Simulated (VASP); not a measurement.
Write the native input for VASP 6.6.1 that does the following.

- Task: single point
- Functional: LDA
- Potentials or basis: VASP PAW LDA potentials, release 64 (Al, N)
- Cutoff: 520 eV
- k mesh: 9 × 9 × 6
- Occupations: gaussian, width 0.01 eV
- Spin: no spin polarisation
- Dipole correction: no
- Further INCAR settings: ALGO = Normal; EDIFF = 1e-06; NBANDS = 16

The structure of AlN lies in POSCAR:

```
AlN
1.0
    3.1130000000      0.0000000000      0.0000000000
   -1.5565000000      2.6959370820      0.0000000000
    0.0000000000      0.0000000000      4.9810000000
Al N
2 2
Direct
    0.3333333333      0.6666666667     -0.0009330458
    0.6666666667      0.3333333333      0.4990669542
    0.3333333333      0.6666666667      0.3809330458
    0.6666666667      0.3333333333      0.8809330458
```

These files were run (other wordings do the same):

INCAR

```
SYSTEM = AlN
PREC = Accurate ; ENCUT = 520
EDIFF = 1E-6 ; ISMEAR = 0
SIGMA = 0.01 ; LREAL = .False.
LASPH = .True. ; NELM = 60
ALGO = Normal ; ISIF = 2
LWAVE = .False. ; LCHARG = .False.
NBANDS = 16
```

KPOINTS

```
regular mesh
0
Gamma
  9 9 6
  0 0 0
```

Potentials or basis: VASP PAW LDA potentials, release 64 (Al, N).

Run with:

```console
$ cat potpaw_LDA.64/Al/POTCAR potpaw_LDA.64/N/POTCAR > POTCAR
$ mpirun -np 1 vasp_std > vasp.out
```

Results of the run:

```json
{
 "Pressure": "-4.2 GPa",
 "Band gap on the k mesh": "4.22 eV"
}
```

Caveat: the cell stands under tension.

Wall time 8.1 s on 1 thread of Intel(R) Xeon(R) 6975P-C (Granite Rapids), with other jobs on the host, peak memory 0.15 GiB.
